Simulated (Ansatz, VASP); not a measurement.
MgI2 in VASP and in Ansatz

```
CELL_PARAMETERS angstrom
4.20733 0.00000 0.00000
-2.10366 3.64365 0.00000
0.00000 0.00000 7.84975
ATOMIC_POSITIONS crystal
Mg 0.00000 0.00000 0.00000
I 0.33333 0.66667 0.21319
I 0.66667 0.33333 0.78681
```

Alike in both runs: functional PBE; k mesh 10 × 10 × 5; occupations fermi-dirac, width 0.05 eV; no spin polarisation.

Ansatz relaxed the structure, and its values are those at the end. VASP's run is a single point on that final structure, the one shown.

```csv
,VASP,Ansatz
version,VASP 6.6.1,Ansatz 0.2.0
potentials or method,"VASP PAW PBE potentials, release 64 (Mg, I)","PAW with Ansatz's default frozen-core files, scalar-relativistic"
plane-wave cutoff (eV),520,420
valence electrons in the cell,16,44
```

|  | VASP | Ansatz | Ansatz less VASP |
| --- | --- | --- | --- |
| pressure (GPa) | -0.1 | 0.0 | +0.05 |
| rms of the force components (eV/Å) | 0.006 | 0.001 | -0.0048 |

VASP's potentials hold 16 valence electrons a cell and Ansatz's 44, so a difference there can come from the potentials and not from the codes.

Spin-orbit coupling is off throughout.
